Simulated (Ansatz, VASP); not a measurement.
# C in VASP and in Ansatz

```xyz
10
Lattice="1.2534 0.7237 10.3166 -1.2534 0.7237 10.3166 0.0000 -1.4473 10.3166" Properties=species:S:1:pos:R:3 pbc="T T T"
C     0.0000    0.0000    0.7682
C     0.0000    0.0000   30.1815
C     0.0000    0.0000    3.3639
C     0.0000    0.0000   27.5859
C     0.0000    0.0000    4.9014
C     0.0000    0.0000   26.0484
C     0.0000    0.0000   11.6019
C     0.0000    0.0000   19.3478
C     0.0000    0.0000   13.1635
C     0.0000    0.0000   17.7862
```

Alike in both runs: functional PBEsol; k mesh 12 × 12 × 12; occupations gaussian, width 0.02 eV; no spin polarisation.

Ansatz relaxed the structure, and its values are those at the end. VASP's run is a single point on that final structure, the one shown.

|  | VASP | Ansatz |
| --- | --- | --- |
| version | VASP 6.6.1 | Ansatz 0.2.0 |
| potentials or method | VASP PAW PBE potentials, release 64 (C), cutoff 520 eV | scalar-relativistic, plane waves, PAW |
| valence electrons in the cell | 40 | 40 |

```csv
,VASP,Ansatz,Ansatz less VASP
gap on the k mesh at the Fermi level (eV),4.38,4.38,+0.006
least direct gap on the mesh (eV),5.32,5.32,+0.003
pressure (GPa),1.1,0.0,-1.09
```

VASP's potentials were made for PBE, not for PBEsol.
